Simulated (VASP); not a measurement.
Write the native input for VASP 6.6.1 that does the following.

```
Task                   : single point
Functional             : PBE
Potentials or basis    : VASP PAW PBE potentials, release 64 (Mg, Be, S)
Cutoff                 : 520 eV
k mesh                 : 12 × 12 × 10
Occupations            : gaussian, width 0.1 eV
Spin                   : no spin polarisation
Dipole correction      : no
Further INCAR settings : ALGO = Normal; EDIFF = 1e-07; NBANDS = 21
```

The structure of MgBe2S3 lies in POSCAR:

```
MgBe2S3
1.0
    6.1415598499     -0.0000000034      0.0000000000
   -3.0707799220      5.3187468505      0.0000000000
    0.0000000000      0.0000000000      3.0139720727
Mg Be S
1 2 3
Direct
    0.0000000000      0.0000000000      0.0000000000
    0.3333333333      0.6666666667      0.0000000000
    0.6666666667      0.3333333333      0.0000000000
    0.5000000000      0.0000000000      0.5000000000
    0.0000000000      0.5000000000      0.5000000000
    0.5000000000      0.5000000000      0.5000000000
```

The cell was built from a structure type or drawn by symmetry, and may not be a known phase.

The input as run:

INCAR

```
ALGO = Normal ; EDIFF = 1E-7
ENCUT = 520 ; GGA = PE
ISIF = 2 ; ISMEAR = 0
LASPH = T ; LCHARG = T
LELF = T ; LREAL = F
LVHAR = T ; LWAVE = F
NBANDS = 21 ; NELM = 60
PREC = Accurate ; SIGMA = 0.1
```

KPOINTS

```
k-points
0
Gamma
  12 12 10
```

Potentials or basis: VASP PAW PBE potentials, release 64 (Mg, Be, S).

Run with:

```bash
$ cat potpaw_PBE.64/Mg/POTCAR potpaw_PBE.64/Be/POTCAR potpaw_PBE.64/S/POTCAR > POTCAR
$ mpirun -np 1 vasp_std > vasp.out
```

Results of the run:

```json
{"Pressure": "-0.1 GPa", "Band gap on the k mesh": "zero (bands 12 and 13 overlap by 1.15 eV)"}
```

It took 4 min on 1 thread of Intel(R) Xeon(R) Platinum 8488C (Sapphire Rapids), with other jobs on the host, peak memory 0.37 GiB.
